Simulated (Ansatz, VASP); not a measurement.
## One calculation of Ga2O3, two programs

File INCAR:

```
SYSTEM = Ga2O3
PREC = Accurate
ENCUT = 520
EDIFF = 1E-7
ISMEAR = 0
SIGMA = 0.05
LREAL = .FALSE.
LASPH = .TRUE.
NELM = 60
ALGO = Normal
ISIF = 2
LWAVE = .FALSE.
LCHARG = .FALSE.
GGA = PE
NBANDS = 55
```

File KPOINTS:

```
Automatic mesh
0
G
  6 6 6
  0 0 0
```

File POSCAR:

```
Ga2O3
1.0
    2.5287245564      1.5621330956      4.5738843083
   -2.5287245564      1.5621330956      4.5738843083
    0.0000000000     -2.8177463144      4.4753370216
Ga O
4 6
Direct
    0.3558687539      0.3558687539      0.3558687539
    0.1441312461      0.1441312461      0.1441312461
    0.6441312461      0.6441312461      0.6441312461
    0.8558687539      0.8558687539      0.8558687539
    0.5531733332      0.9468266668      0.2500000000
    0.2500000000      0.5531733332      0.9468266668
    0.9468266668      0.2500000000      0.5531733332
    0.4468266668      0.0531733332      0.7500000000
    0.7500000000      0.4468266668      0.0531733332
    0.0531733332      0.7500000000      0.4468266668
```

Input for Ansatz:

```yaml
crystal:
  lattice:
    - [2.5287245564, 1.5621330956, 4.5738843083]
    - [-2.5287245564, 1.5621330956, 4.5738843083]
    - [0.0, -2.8177463144, 4.4753370216]
  atoms:
    - { symbol: Ga, position: [0.3558687539, 0.3558687539, 0.3558687539] }
    - { symbol: Ga, position: [0.1441312461, 0.1441312461, 0.1441312461] }
    - { symbol: Ga, position: [0.6441312461, 0.6441312461, 0.6441312461] }
    - { symbol: Ga, position: [0.8558687539, 0.8558687539, 0.8558687539] }
    - { symbol: O, position: [0.5531733332, 0.9468266668, 0.25] }
    - { symbol: O, position: [0.25, 0.5531733332, 0.9468266668] }
    - { symbol: O, position: [0.9468266668, 0.25, 0.5531733332] }
    - { symbol: O, position: [0.4468266668, 0.0531733332, 0.75] }
    - { symbol: O, position: [0.75, 0.4468266668, 0.0531733332] }
    - { symbol: O, position: [0.0531733332, 0.75, 0.4468266668] }
basis:
  ecutwfc: 420
kpoints:
  mp_grid: { grid: [6, 6, 6] }
hamiltonian:
  xc: pbe
scf:
  occupations: { method: gaussian, width: 0.05 }
output:
  forces: true
  stress: true
  eigenvalues: true
```

Change from the starting cell: strain +0.0450 x Voigt [0, 0, 0, 1, 0, 0], atoms carried along.

Alike in both runs: task single point; functional PBE; k mesh 6 × 6 × 6; occupations gaussian, width 0.05 eV; no spin polarisation.

|  | VASP | Ansatz |
| --- | --- | --- |
| version | VASP 6.6.1 | Ansatz 0.2.0 |
| potentials or method | VASP PAW PBE potentials, release 64 (Ga_d, O), cutoff 520 eV | scalar-relativistic, plane waves, PAW |
| valence electrons in the cell | 88 | 88 |

```tsv
	VASP	Ansatz	Ansatz less VASP
gap on the k mesh at the Fermi level (eV)	2.37	2.38	+0.009
least direct gap on the mesh (eV)	2.62	2.62	+0.008
pressure (GPa)	1.3	0.4	-0.89
traceless stress, the component that is largest in VASP (GPa)	-3.98	-3.93	+0.053
rms of the force components (eV/Å)	0.127	0.129	+0.0013
```

Atom by atom the forces differ by 0.005 eV/Å (rms over components).
